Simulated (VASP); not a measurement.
Set up this calculation in VASP 6.6.1, as the native input.

```yaml
Task: single point
Functional: PBE
Potentials_or_basis: VASP PAW PBE potentials, release 64 (Sr_sv, O)
Cutoff: 520 eV
k_mesh: 36 × 36 × 36
Occupations: fermi-dirac, width 0.0612256 eV
Spin: no spin polarisation
Dipole_correction: no
Further_INCAR_settings: ALGO = Normal; EDIFF = 1e-06; NBANDS = 15
```

The structure of SrO (rock salt type) lies in POSCAR:

```
SrO
1.0
    0.0000000000      2.5976274371      2.5976274371
    2.5976274371      0.0000000000      2.5976274371
    2.5976274371      2.5976274371      0.0000000000
Sr O
1 1
Direct
    0.0000000000      0.0000000000      0.0000000000
    0.5000000000      0.5000000000      0.5000000000
```

These files were run (other wordings do the same):

INCAR

```
ALGO = Normal
EDIFF = 1E-6
ENCUT = 520
GGA = PE
ISIF = 2
ISMEAR = -1
LASPH = True
LCHARG = False
LREAL = False
LWAVE = False
NBANDS = 15
NELM = 100
PREC = Accurate
SIGMA = 0.06122561905347299
```

KPOINTS

```
k-points
0
Gamma
  36 36 36
```

Potentials or basis: VASP PAW PBE potentials, release 64 (Sr_sv, O).

The run is started by

```sh
$ cat potpaw_PBE.64/Sr_sv/POTCAR potpaw_PBE.64/O/POTCAR > POTCAR
$ mpirun -np 1 vasp_std > vasp.out
```

It gave:

```json
{
 "Pressure": "0.5 GPa",
 "Band gap on the k mesh": "3.28 eV, indirect (least direct gap 3.39 eV)"
}
```

Wall time 6.2 min on 1 thread of Intel(R) Xeon(R) 6975P-C (Granite Rapids), with other jobs on the host, peak memory 0.7 GiB.
